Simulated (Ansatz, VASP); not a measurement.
## EuS in VASP and in Ansatz

Contents of INCAR:

```
SYSTEM = EuS
PREC     = Accurate       ! precision mode
ENCUT    = 600            ! plane-wave cutoff, eV
EDIFF    = 1E-7           ! SCF threshold, eV
ISMEAR   = -1             ! smearing method
SIGMA    = 0.1            ! smearing width, eV
LREAL    = .FALSE.        ! projectors in reciprocal space
LASPH    = .TRUE.         ! aspherical terms in the spheres
NELM     = 200            ! most SCF steps
ALGO     = Normal         ! electronic algorithm
ISIF     = 3              ! what is computed and relaxed
LWAVE    = .FALSE.        ! write WAVECAR
LCHARG   = .FALSE.        ! write CHGCAR
ISPIN    = 2              ! spin polarisation
MAGMOM   = 7 0            ! initial moments
LORBIT   = 11             ! projections on sites
LMAXMIX  = 6              ! l up to which the mixer works
GGA      = RP             ! functional
IBRION   = 2              ! ionic algorithm
NSW      = 80             ! ionic steps
EDIFFG   = -0.05          ! ionic threshold
GGA_COMPAT= .FALSE.      
NELMIN   = 4
```

KPOINTS

```
regular mesh
0
G
  6 6 6
  0 0 0
```

The input POSCAR:

```
EuS
1.0
    4.2122350000      0.0000000000      0.0000000000
    2.1061175000      3.6479025167      0.0000000000
    2.1061175000      1.2159675056      3.4392754756
Eu S
1 1
Direct
    0.0000000000      0.0000000000      0.0000000000
    0.5000000000      0.5000000000      0.5000000000
```

Input for Ansatz:

```yaml
crystal:
  lattice:
    - [4.212235, 0.0, 0.0]
    - [2.1061175000000003, 3.6479025167099444, 0.0]
    - [2.1061175000000003, 1.2159675055699817, 3.4392754755640995]
  atoms:
    - { symbol: Eu, position: [0.0, 0.0, 0.0] }
    - { symbol: S, position: [0.49999999999999994, 0.5, 0.49999999999999994] }
kpoints:
  mp_grid:
    grid: [6, 6, 6]
hamiltonian:
  xc: rpbe
  dispersion: none
magnetization:
  spin_polarized: true
  per_species:
    Eu: 7.0
scf:
  occupations:
    method: fermi_dirac
relax:
  f_tol: 0.05
  cell: {}
```

Alike in both runs: task relaxation of cell and atoms; functional RPBE; k mesh 6 × 6 × 6; collinear spin.

|  | VASP | Ansatz |
| --- | --- | --- |
| version | VASP 6.6.1 | Ansatz 0.2.0 |
| potentials or method | VASP PAW PBE potentials, release 64 (Eu, S) | plane waves, PAW |
| plane-wave cutoff (eV) | 600 | 420 |
| occupations | fermi-dirac, width 0.1 eV | fermi-dirac |
| valence electrons in the cell | 23 | 23 |

VASP gave:

| Item | Value |
| --- | --- |
| net moment per atom (μB) | 3.48 |
| size of the moment on the site where the two differ most (μB) | 6.58 |
| relaxed volume (Å³/atom) | 26.07 |
| relaxed length of the cell vector where the two differ most in proportion (Å) | 4.193 |

Task: What did Ansatz give for the same quantities?

Result: net moment per atom (μB): 3.48; size of the moment on the site where the two differ most (μB): 6.75; relaxed volume (Å³/atom): 26.24; relaxed length of the cell vector where the two differ most in proportion (Å): 4.203.

VASP's potentials were made for PBE, not for RPBE. Site moments also hang on the region over which each program counts them.

Spin-orbit coupling is off throughout.
